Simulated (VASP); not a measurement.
# SrTiO3 (R-3m) in VASP: further runs

Runs on SrTiO3. Level: PBEsol. Tasks: single point.

All numbers are computed with VASP 6.6.1; they aren't measurements. Logs are shortened: lines on timing, memory, paths and dates and some standing lists are left out, and cuts for length are marked.

### Step 1. The cell of the first run

It takes space group R-3m (No. 166, trigonal). Conventional cell: a = 5.467 Å, b = 5.467 Å, c = 6.899 Å, α = 90.00°, β = 90.00°, γ = 120.00°. Sr (site symmetry -3m) has 12 O at 2.73 to 2.79 Å and 8 Ti at 3.36 to 3.45 Å within 3.6 Å. Ti (site symmetry -3m) has 6 O at 1.95 Å within 2.6 Å. Within 2.6 Å of O (site symmetry 2/m) lie 2 Ti at 1.95 Å.

### Step 2. Single point, PBEsol (equal xy, yz and zx shear strains of +2 %)

Contents of INCAR:

```
PREC = Accurate
ENCUT = 520
EDIFF = 1E-6
ISMEAR = -1
SIGMA = 0.05
LREAL = F
LASPH = T
NELM = 80
ALGO = Normal
ISIF = 2
LWAVE = F
LCHARG = F
GGA = PS
NBANDS = 28
```

Contents of KPOINTS:

```
regular mesh
0
Gamma
  7 7 7
```

Contents of POSCAR:

```
SrTiO3
1.0
    3.9050000000      0.0390500000      0.0390500000
    0.0390500000      3.9050000000      0.0390500000
    0.0390500000      0.0390500000      3.9050000000
Sr Ti O
1 1 3
Direct
    0.0000000000      0.0000000000      0.0000000000
    0.5000000000      0.5000000000      0.5000000000
    0.0000000000      0.5000000000      0.5000000000
    0.5000000000      0.0000000000      0.5000000000
    0.5000000000      0.5000000000      0.0000000000
```

Potentials or basis: VASP PAW PBE potentials, release 64 (Sr_sv, Ti_sv, O).

Run with:

```
> cat potpaw_PBE.64/Sr_sv/POTCAR potpaw_PBE.64/Ti_sv/POTCAR potpaw_PBE.64/O/POTCAR > POTCAR
> mpirun -np 1 vasp_std > vasp.out
```

OUTCAR:

```text
PREC = Accurate
   ENCUT = 520
   EDIFF = 1E-6
   ISMEAR = -1
   LREAL = F
   LASPH = T
   NELM = 80
   ISIF = 2
   GGA = PS

 ion  position               nearest neighbor table
   1  0.000  0.000  0.000-   3 2.73   4 2.73   3 2.73   5 2.73   4 2.73   5 2.73   3 2.79   3 2.79
                             4 2.79   5 2.79   4 2.79   5 2.79   2 3.36   2 3.36   2 3.36   2 3.36
   2  0.500  0.500  0.500-   3 1.95   4 1.95   5 1.95   5 1.95   4 1.95   3 1.95   1 3.36   1 3.36
                             1 3.36   1 3.36   1 3.36   1 3.36   1 3.45   1 3.45
   3  0.000  0.500  0.500-   2 1.95   2 1.95   1 2.73   1 2.73   1 2.79   1 2.79
   4  0.500  0.000  0.500-   2 1.95   2 1.95   1 2.73   1 2.73   1 2.79   1 2.79
   5  0.500  0.500  0.000-   2 1.95   2 1.95   1 2.73   1 2.73   1 2.79   1 2.79

  LATTYP: Found a trigonal (rhomboedric) cell.
 ALAT       =     3.9053904805
 COS(alpha) =     0.0200959808

  Lattice vectors:

 A1 = (   3.9050000000,   0.0390500000,   0.0390500000)
 A2 = (   0.0390500000,   3.9050000000,   0.0390500000)
 A3 = (   0.0390500000,   0.0390500000,   3.9050000000)

Analysis of symmetry for initial positions (statically):
=====================================================================
 Subroutine PRICEL returns:
 Original cell was already a primitive cell.

 Routine SETGRP: Setting up the symmetry group for a
 trigonal (rhombohedral) supercell.

 Subroutine GETGRP returns: Found 12 space group operations
 (whereof 12 operations were pure point group operations)
 out of a pool of 12 trial point group operations.

The static configuration has the point symmetry D_3d.

Analysis of symmetry for dynamics (positions and initial velocities):
=====================================================================
 Subroutine PRICEL returns:
 Original cell was already a primitive cell.

 Routine SETGRP: Setting up the symmetry group for a
 trigonal (rhombohedral) supercell.

 Subroutine GETGRP returns: Found 12 space group operations
 (whereof 12 operations were pure point group operations)
 out of a pool of 12 trial point group operations.

The dynamic configuration has the point symmetry D_3d.

 Subroutine INISYM returns: Found 12 space group operations
 (whereof 12 operations are pure point group operations),
 and found     1 'primitive' translations

----------------------------------------------------------------------------------------

                                     Primitive cell

  volume of cell :      59.5297

  direct lattice vectors                    reciprocal lattice vectors
     3.905000000  0.039050000  0.039050000     0.256132666 -0.002535967 -0.002535967
     0.039050000  3.905000000  0.039050000    -0.002535967  0.256132666 -0.002535967
     0.039050000  0.039050000  3.905000000    -0.002535967 -0.002535967  0.256132666

  length of vectors
     3.905390480  3.905390480  3.905390480     0.256157773  0.256157773  0.256157773

  position of ions in fractional coordinates (direct lattice)
     0.000000000  0.000000000  0.000000000
     0.500000000  0.500000000  0.500000000
     0.000000000  0.500000000  0.500000000
     0.500000000  0.000000000  0.500000000
     0.500000000  0.500000000  0.000000000

  ion indices of the primitive-cell ions
   primitive index   ion index
                 1           1
                 2           2
                 3           3
                 4           4
                 5           5

----------------------------------------------------------------------------------------

 KPOINTS: regular mesh

Automatic generation of k-mesh.
 Grid dimensions read from file:
 generate k-points for:    7    7    7

 Generating k-lattice:

  Cartesian coordinates                     Fractional coordinates (reciprocal lattice)
     0.036590381 -0.000362281 -0.000362281     0.142857143  0.000000000  0.000000000
    -0.000362281  0.036590381 -0.000362281     0.000000000  0.142857143  0.000000000
    -0.000362281 -0.000362281  0.036590381     0.000000000  0.000000000  0.142857143

  Length of vectors
     0.036593968  0.036593968  0.036593968

  Shift w.r.t. Gamma in fractional coordinates (k-lattice)
     0.000000000  0.000000000  0.000000000

 Subroutine IBZKPT returns following result:
 ===========================================

 Found     44 irreducible k-points:

 Following reciprocal coordinates:
            Coordinates               Weight
  0.000000  0.000000  0.000000      1.000000
  0.142857  0.000000  0.000000      6.000000
  0.285714  0.000000  0.000000      6.000000
  0.428571  0.000000  0.000000      6.000000
  0.142857  0.142857  0.000000      6.000000
  0.285714  0.142857  0.000000     12.000000
[... 16 lines left out ...]
  0.285714  0.285714  0.142857      6.000000
  0.428571  0.285714  0.142857     12.000000
 [... further k-points ...]
   k-points           NKPTS =     44   k-points in BZ     NKDIM =     44   number of bands    NBANDS=     28
   number of dos      NEDOS =    301   number of ions     NIONS =      5
   total plane-waves  NPLWV =  27000
   dimension x,y,z NGX =    30 NGY =   30 NGZ =   30
   dimension x,y,z NGXF=    60 NGYF=   60 NGZF=   60
   ions per type =               1   1   3
   NGX,Y,Z   is equivalent  to a cutoff of  12.77, 12.77, 12.77 a.u.
   NGXF,Y,Z  is equivalent  to a cutoff of  25.54, 25.54, 25.54 a.u.
 SYSTEM =  unknown system
   PREC   = accura    normal or accurate (medium, high low for compatibility)
   ISTART =      0    job   : 0-new  1-cont  2-samecut
   ICHARG =      2    charge: 1-file 2-atom 10-const
   ISPIN  =      1    spin polarized calculation?
   LNONCOLLINEAR =      F non collinear calculations
   LSORBIT =      F    spin-orbit coupling
   LASPH  =      T    aspherical Exc in radial PAW
   ENCUT  =  520.0 eV  38.22 Ry    6.18 a.u.   7.26  7.26  7.26*2*pi/ulx,y,z
   NELM   =     80;   NELMIN=  2; NELMDL= -5     # of ELM steps
   EDIFF  = 0.1E-05   stopping-criterion for ELM
   LREAL  =      F    real-space projection
   EDIFFG = 0.1E-04   stopping-criterion for IOM
   NSW    =      0    number of steps for IOM
   IBRION =     -1    ionic relax: 0-MD 1-quasi-New 2-CG
   NFREE  =      0    steps in history (QN), initial steepest desc. (CG)
   ISIF   =      2    stress and relaxation
   ISYM   =      2    0-nonsym 1-usesym 2-fastsym
   POTIM  = 0.5000    time-step for ionic-motion
   TEBEG  =    0.0;   TEEND  =   0.0 temperature during run
   PSTRESS=    0.0 pullay stress
   NELECT =      40.0000    total number of electrons
   NUPDOWN=      -1.0000    fix difference up-down
   EMIN   =  10.00;   EMAX   =-10.00  energy-range for DOS
   EFERMI =   0.00;   METHOD = LEGACY
   ISMEAR =    -1;   SIGMA  =   0.05  broadening in eV -4-tet -1-fermi 0-gaus
   EFERMI_NEDOS =   21; number of points for ismear=-14 and -15
   IALGO  =     38    algorithm
   IMIX   =      4    mixing-type and parameters
     AMIX     =   0.40;   BMIX     =  1.00
     AMIX_MAG =   1.60;   BMIX_MAG =  1.00
  volume/ion in A,a.u.               =      11.91        80.35
  Fermi-wavevector in a.u.,A,eV,Ry     =   1.433894  2.709666 27.974271  2.056051
  Thomas-Fermi vector in A             =   2.553362
   LORBIT       =      0    0 simple, 1 ext, 2 COOP (PROOUT), +10 PAW based schemes
   GGA     = PS    functional components
   LHFCALC =     F    Hartree Fock is set to
   AEXX    =    0.0000 exact exchange contribution
   IVDW    =     0    specifies the selected vdW correction
   LEPSILON=     F    determine dielectric tensor
   LRPA    =     F    only Hartree local field effects (RPA)
 non-spin polarized calculation
  energy-cutoff  :      520.00
  volume of cell :       59.53
 maximum number of plane-waves:      1616
 NGX is ok and might be reduce to    30
   NGX = 15   NGY = 15   NGZ = 15

 number of electron      40.0000011 magnetization

 Free energy of the ion-electron system (eV)
  ---------------------------------------------------
  ext. energy  EPLUGINS =         0.00000000
  ---------------------------------------------------
  free energy    TOTEN  =       -41.99050437 eV

  energy without entropy =      -41.99050437  energy(sigma->0) =      -41.99050437

 E-fermi :   4.9198     XC(G=0): -11.5410

 val. band max:        3.9785451976   @ k =  -0.4286   0.4286   0.4286
 cond. band min:       5.7899428663   @ k =   0.0000   0.0000   0.0000
 fundamental gap:      1.8113976686
 Fermi energy:         4.9197693759

 k-point     1 :       0.0000    0.0000    0.0000
  band No.  band energies     occupation
      1     -52.1737      2.00000
      2     -28.6152      2.00000
      3     -28.5428      2.00000
      4     -28.5428      2.00000
      5     -28.5211      2.00000
      6     -13.3325      2.00000
[... 20 lines left out ...]
     27       9.3120      0.00000
     28      10.0423      0.00000

 k-point     2 :       0.1429    0.0000    0.0000
  band No.  band energies     occupation
      1     -52.1734      2.00000
      2     -28.6403      2.00000
      3     -28.5423      2.00000
      4     -28.5315      2.00000
      5     -28.5159      2.00000
      6     -13.3435      2.00000
[... 20 lines left out ...]
     27       9.6750      0.00000
     28      10.5311      0.00000

 k-point     3 :       0.2857    0.0000    0.0000
  band No.  band energies     occupation
      1     -52.1728      2.00000
      2     -28.6836      2.00000
      3     -28.5410      2.00000
      4     -28.5260      2.00000
      5     -28.4970      2.00000
      6     -13.4364      2.00000
[... 20 lines left out ...]
     27      10.4845      0.00000
     28      11.8149      0.00000

 k-point     4 :       0.4286    0.0000    0.0000
  band No.  band energies     occupation
      1     -52.1722      2.00000
      2     -28.7137      2.00000
      3     -28.5399      2.00000
      4     -28.5247      2.00000
      5     -28.4831      2.00000
      6     -13.5455      2.00000
[... 20 lines left out ...]
     27      11.2323      0.00000
     28      12.0262      0.00000

 k-point     5 :       0.1429    0.1429    0.0000
  band No.  band energies     occupation
      1     -52.1731      2.00000
      2     -28.6448      2.00000
      3     -28.5559      2.00000
      4     -28.5349      2.00000
      5     -28.5027      2.00000
      6     -13.3181      2.00000
[... 20 lines left out ...]
     27       9.9774      0.00000
     28      10.8962      0.00000

 k-point     6 :       0.2857    0.1429    0.0000
  band No.  band energies     occupation
      1     -52.1725      2.00000
      2     -28.6727      2.00000
      3     -28.5574      2.00000
      4     -28.5320      2.00000
      5     -28.4945      2.00000
      6     -13.3477      2.00000
[... 463 lines left out ...]
      5     -28.4936      2.00000
      6     -13.2876      2.00000
[... 20 lines left out ...]
     27      11.0657      0.00000
     28      11.6849      0.00000

 k-point    22 :      -0.1429    0.1429    0.1429
  band No.  band energies     occupation
      1     -52.1728      2.00000
      2     -28.6559      2.00000
      3     -28.5553      2.00000
      4     -28.5365      2.00000
      5     -28.4988      2.00000
      6     -13.2910      2.00000
[... 20 lines left out ...]
     27      10.2742      0.00000
     28      11.0621      0.00000

 k-point    23 :       0.2857    0.2857    0.1429
  band No.  band energies     occupation
      1     -52.1715      2.00000
      2     -28.6499      2.00000
      3     -28.5845      2.00000
      4     -28.5526      2.00000
      5     -28.4984      2.00000
      6     -13.0972      2.00000
[... 20 lines left out ...]
     27      11.6755      0.00000
     28      11.9580      0.00000

 k-point    24 :       0.4286    0.2857    0.1429
  band No.  band energies     occupation
      1     -52.1710      2.00000
      2     -28.6576      2.00000
      3     -28.5822      2.00000
      4     -28.5477      2.00000
      5     -28.5134      2.00000
      6     -13.0366      2.00000
[... 20 lines left out ...]
     27      12.1691      0.00000
     28      12.2765      0.00000

 [... further k-points ...]
[... 5 lines left out ...]
  --------------------------------------------------------------------------------------
  -------------------------------------------------------------------------------------
  Total       -0.4437684     -0.4437684     -0.4437684     -0.8284897     -0.8284897     -0.8284897
  in kB      -11.9435445    -11.9435445    -11.9435445    -22.2979024    -22.2979024    -22.2979024
  external PRESSURE =     -11.9435445 kB  Pullay stress =       0.0000000 kB

 VOLUME and BASIS-vectors are now :
 -----------------------------------------------------------------------------
  energy-cutoff  :      520.00
  volume of cell :       59.53
      direct lattice vectors                 reciprocal lattice vectors
     3.905000000  0.039050000  0.039050000     0.256132666 -0.002535967 -0.002535967
     0.039050000  3.905000000  0.039050000    -0.002535967  0.256132666 -0.002535967
     0.039050000  0.039050000  3.905000000    -0.002535967 -0.002535967  0.256132666

 POSITION                                       TOTAL-FORCE (eV/Angst)
 -----------------------------------------------------------------------------------
      0.00000      0.00000      0.00000         0.000000      0.000000      0.000000
      1.99155      1.99155      1.99155        -0.000000      0.000000     -0.000000
      0.03905      1.97202      1.97202         0.000000     -0.000000     -0.000000
      1.97202      0.03905      1.97202         0.000000     -0.000000      0.000000
      1.97202      1.97202      0.03905         0.000000     -0.000000      0.000000
 -----------------------------------------------------------------------------------
    total drift:                                0.000000      0.000000     -0.000000

  FREE ENERGIE OF THE ION-ELECTRON SYSTEM (eV)
  ---------------------------------------------------
  free  energy   TOTEN  =       -41.9905043671 eV

  energy  without entropy=      -41.9905043656  energy(sigma->0) =      -41.99050437
```

Run time: 2.1 min. Hardware: 1 thread of Intel Xeon 8259CL, shared host; peak memory 0.22 GiB.

Results:

```yaml
Free_energy: -41.9905 eV
Pressure: -1.2 GPa
Band_gap_on_the_k_mesh: 1.81 eV (least direct gap 2.06 eV)
```

Caveat: the cell differs from its parent crystal (equal xy, yz and zx shear strains of +2 %); the PAW data sets were made with another functional, which shifts forces and pressure a little.

### Step 3. Single point, PBEsol (equal xy, yz and zx shear strains of -2 %)

Contents of INCAR:

```
  PREC = Accurate
  ENCUT = 520
  EDIFF = 1E-7
  ISMEAR = -1
  SIGMA = 0.05
  LREAL = F
  LASPH = T
  NELM = 80
  ALGO = Normal
  ISIF = 2
  LWAVE = F
  LCHARG = F
  GGA = PS
  NBANDS = 28
```

Contents of KPOINTS:

```
Automatic mesh
0
Gamma
  7 7 7
```

Changes to POSCAR since step 2:

```diff
@@ -2,5 +2,5 @@
 1.0
-    3.9050000000      0.0390500000      0.0390500000
-    0.0390500000      3.9050000000      0.0390500000
-    0.0390500000      0.0390500000      3.9050000000
+    3.9050000000     -0.0390500000     -0.0390500000
+   -0.0390500000      3.9050000000     -0.0390500000
+   -0.0390500000     -0.0390500000      3.9050000000
 Sr Ti O
```

Potentials or basis: VASP PAW PBE potentials, release 64 (Sr_sv, Ti_sv, O).

Run with:

```
> cat potpaw_PBE.64/Sr_sv/POTCAR potpaw_PBE.64/Ti_sv/POTCAR potpaw_PBE.64/O/POTCAR > POTCAR
> mpirun -np 1 vasp_std > vasp.out
```

OUTCAR:

```text
PREC = Accurate
   ENCUT = 520
   EDIFF = 1E-7
   ISMEAR = -1
   LREAL = F
   LASPH = T
   NELM = 80
   ISIF = 2
   GGA = PS

 ion  position               nearest neighbor table
   1  0.000  0.000  0.000-   3 2.73   4 2.73   5 2.73   3 2.73   4 2.73   5 2.73   5 2.79   3 2.79
                             4 2.79   5 2.79   4 2.79   3 2.79   2 3.31   2 3.31   2 3.40   2 3.40
   2  0.500  0.500  0.500-   3 1.95   4 1.95   5 1.95   5 1.95   4 1.95   3 1.95   1 3.31   1 3.31
                             1 3.40   1 3.40   1 3.40   1 3.40   1 3.40   1 3.40
   3  0.000  0.500  0.500-   2 1.95   2 1.95   1 2.73   1 2.73   1 2.79   1 2.79
   4  0.500  0.000  0.500-   2 1.95   2 1.95   1 2.73   1 2.73   1 2.79   1 2.79
[... 950 lines left out ...]
  -------------------------------------------------------------------------------------
  Total       -0.4422804     -0.4422804     -0.4422804      0.8474704      0.8474704      0.8474704
  in kB      -11.9035467    -11.9035467    -11.9035467     22.8088388     22.8088388     22.8088388
  external PRESSURE =     -11.9035467 kB  Pullay stress =       0.0000000 kB

 VOLUME and BASIS-vectors are now :
 -----------------------------------------------------------------------------
  energy-cutoff  :      520.00
  volume of cell :       59.53
      direct lattice vectors                 reciprocal lattice vectors
     3.905000000 -0.039050000 -0.039050000     0.256133690  0.002587209  0.002587209
    -0.039050000  3.905000000 -0.039050000     0.002587209  0.256133690  0.002587209
    -0.039050000 -0.039050000  3.905000000     0.002587209  0.002587209  0.256133690

 POSITION                                       TOTAL-FORCE (eV/Angst)
 -----------------------------------------------------------------------------------
      0.00000      0.00000      0.00000         0.000000      0.000000      0.000000
      1.91345      1.91345      1.91345        -0.000000     -0.000000     -0.000000
     -0.03905      1.93297      1.93297         0.000000      0.000000      0.000000
      1.93297     -0.03905      1.93297         0.000000      0.000000      0.000000
      1.93297      1.93297     -0.03905        -0.000000      0.000000      0.000000
 -----------------------------------------------------------------------------------
    total drift:                                0.000000      0.000000     -0.000000

  FREE ENERGIE OF THE ION-ELECTRON SYSTEM (eV)
  ---------------------------------------------------
  free  energy   TOTEN  =       -41.9898011096 eV

  energy  without entropy=      -41.9898011081  energy(sigma->0) =      -41.98980111
```

stdout:

```text
POSCAR found type information on POSCAR SrTiO
 POSCAR found :  3 types and       5 ions
 scaLAPACK will be used
 -----------------------------------------------------------------------------
|                                                                             |
|                                                                             |
|     You enforced a specific xc type in the INCAR file but a different       |
|     I HOPE YOU KNOW WHAT YOU ARE DOING!                                     |
|                                                                             |
 -----------------------------------------------------------------------------

 LDA part: xc-table for (Slater+PW92), standard interpolation
 POSCAR, INCAR and KPOINTS ok, starting setup
 FFT: planning ... GRIDC
 FFT: planning ... GRID_SOFT
 FFT: planning ... GRID
 WAVECAR not read
 entering main loop
```

Wall time 2.3 min (1 thread of Intel Xeon 8259CL, shared host); peak memory 0.22 GiB.

What came out:

```yaml
Free_energy: -41.9898 eV
Pressure: -1.2 GPa
Band_gap_on_the_k_mesh: 1.77 eV (least direct gap 1.98 eV)
```

Stress tensor (GPa, compression positive):
```
-1.19  2.28  2.28
 2.28 -1.19  2.28
 2.28  2.28 -1.19
```

Levels at points of the mesh, in eV from the valence-band top:
| k point | band 17 | band 18 | band 19 | band 20 | band 21 | band 22 | band 23 | band 24 |
| --- | --- | --- | --- | --- | --- | --- | --- | --- |
| (0.00, 0.00, 0.00) | -1.11 | -0.36 | -0.36 | -0.22 | 1.77 | 1.87 | 1.87 | 4.37 |

Caveat: the cell differs from its parent crystal (equal xy, yz and zx shear strains of -2 %); the PAW data sets were made with another functional, which shifts forces and pressure a little. A k mesh can miss the band edges.
